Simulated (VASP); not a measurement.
**Hf: single point with r2SCAN**

Hf:

```
CELL_PARAMETERS angstrom
3.19873 0.00000 0.00000
-1.59937 2.77018 0.00000
0.00000 0.00000 5.05050
ATOMIC_POSITIONS crystal
Hf 0.33333 0.66667 0.25000
Hf 0.66667 0.33333 0.75000
```

| Item | Value |
| --- | --- |
| Program | VASP 6.6.1 |
| Task | single point |
| Functional | r2SCAN |
| Potentials or basis | VASP PAW PBE potentials, release 64 (Hf_pv) |
| Cutoff | 520 eV |
| k mesh | 11 × 11 × 6 |
| Occupations | methfessel-paxton, width 0.6 eV |
| Spin | no spin polarisation |
| Dipole correction | no |
| Further INCAR settings | ALGO = Normal; EDIFF = 1e-07; NBANDS = 17 |

```yaml
Pressure: -0.9 GPa
Band_gap_on_the_k_mesh: zero (bands 10 and 11 overlap by 1.70 eV)
```

Stress tensor (GPa, compression positive):
```
-0.71  0.00  0.00
 0.00 -0.71  0.00
 0.00  0.00 -1.21
```

Levels at points of the mesh, in eV from the Fermi level:
```csv
k point,band 7,band 8,band 9,band 10,band 11,band 12,band 13,band 14
"(0.00, 0.00, 0.00)",-7.73,-3.82,0.44,1.35,1.35,1.68,2.23,2.23
"(0.00, 0.00, 0.50)",-5.66,-5.66,0.19,0.19,1.25,1.25,1.25,1.25
```

Wall time 4.8 min on 1 thread of Intel Xeon 8259CL, on a shared host, peak memory 0.19 GiB.

Caveat: so wide a smearing shifts energies and pressures; the PAW data sets were made with another functional, which shifts forces and pressure a little; spin-orbit coupling is left out, which moves the levels of the heavy elements.
